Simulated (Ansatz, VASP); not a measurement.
Two plane-wave programs on BeSnI3

```xyz
5
Lattice="6.2572 0.0000 0.0000 0.0000 6.2572 0.0000 0.0000 0.0000 6.2572" Properties=species:S:1:pos:R:3 pbc="T T T"
Sn    3.1286    3.1286    3.1286
I     0.0000    3.1286    3.1286
I     3.1286    0.0000    3.1286
I     3.1286    3.1286    0.0000
Be    0.0000    0.0000    0.0000
```

Alike in both runs: task single point; functional PBE; k mesh 6 × 6 × 6; no spin polarisation.

```csv
,VASP,Ansatz
version,VASP 6.6.1,Ansatz 0.2.0
potentials or method,"VASP PAW PBE potentials, release 64 (Sn_d, I, Be), cutoff 520 eV",PAW plane waves
occupations,"methfessel-paxton of order 1, width 0.0323 eV","cold, width 0.0323 eV"
valence electrons in the cell,37,67
```

|  | VASP | Ansatz | Ansatz less VASP |
| --- | --- | --- | --- |
| pressure (GPa) | -1.3 | -1.3 | 0.00 |

VASP's potentials hold 37 valence electrons a cell and Ansatz's 67, so a difference there can come from the potentials and not from the codes.

Neither program's run includes spin-orbit coupling.
